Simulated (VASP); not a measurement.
Runs of VASP 6.6.1 on Ir. The structure is that of space group Fm-3m (No. 225), or close to it. The cells are those of the table. 

| cell | gap on the mesh (eV) | pressure (GPa) |
| --- | --- | --- |
| a = 2.783 Å, angles 60.0°, 1 atom | none | -20.3 |
| a = 2.613, b = 2.613, c = 2.647 Å, angles 59.6, 59.6, 60.9°, 1 atom | none | 56.8 |
| a = 2.648, b = 2.648, c = 2.579 Å, angles 60.9, 60.9, 58.3°, 1 atom | none | 57.8 |
| a = 2.749, b = 2.749, c = 2.715 Å, angles 60.4, 60.4, 59.2°, 1 atom | none | -5.0 |
| a = 2.683, b = 2.683, c = 2.579 Å, angles 61.3, 61.3, 57.5°, 1 atom | none | 43.6 |
| a = 2.851 Å, angles 60.0°, 1 atom | none | (b) |
| a = 2.751, b = 2.751, c = 2.647 Å, angles 61.2, 61.2, 57.5°, 1 atom | none | (c) |
| a = 2.716, b = 2.716, c = 2.647 Å, angles 60.8, 60.8, 58.3°, 1 atom | none | 15.8 |
| a = 2.681, b = 2.681, c = 2.647 Å, angles 60.4, 60.4, 59.2°, 1 atom | none | 27.2 |
| a = 2.579 Å, angles 60.0°, 1 atom | none | (d) |
| a = 2.613, b = 2.613, c = 2.579 Å, angles 60.4, 60.4, 59.1°, 1 atom | none | 74.6 |
| a = 2.647 Å, angles 60.0°, 1 atom | none | (a) |

Alike in all rows: task single point; level r2SCAN; potentials or basis VASP PAW PBE potentials, release 64 (Ir); no spin polarisation; k mesh 22 × 22 × 22; cutoff (eV) 520; smearing gaussian 0.15 eV.

**Question.** Fill in the values left out.

**Answer.** (a) 40.8; (b) -35.9; (c) 6.2; (d) 94.2.

Caveats: the PAW data sets were made with another functional, which shifts forces and pressure a little; spin-orbit coupling is left out, which moves the levels of the heavy elements; the cell stands under pressure (at least some runs); the cell stands under tension (at least some runs).

A k mesh can miss the band edges, and the runs leave out spin-orbit coupling on Ir.

A gap of «none» marks levels without a gap at the run's occupations.
